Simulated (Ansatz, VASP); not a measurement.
## One calculation of Cs, two programs

```xyz
1
Lattice="3.6926 0.0000 0.0000 0.0000 3.6926 0.0000 0.0000 0.0000 3.6926" Properties=species:S:1:pos:R:3 pbc="T T T"
Cs    0.0000    0.0000    0.0000
```

Change from the starting cell: volume scaled by 0.4, PAW files.

Alike in both runs: task single point; functional PBE; k mesh 8 × 8 × 8; occupations fermi-dirac, width 0.08 eV; no spin polarisation.

|  | VASP | Ansatz |
| --- | --- | --- |
| version | VASP 6.6.1 | Ansatz 0.2.0 |
| potentials or method | VASP PAW PBE potentials, release 64 (Cs_sv) | PAW with Ansatz's default frozen-core files, scalar-relativistic |
| plane-wave cutoff (eV) | 520 | 420 |
| valence electrons in the cell | 9 | 9 |

```tsv
	VASP	Ansatz	Ansatz less VASP
pressure (GPa)	4.0	3.9	-0.08
```

Neither program's run includes spin-orbit coupling.
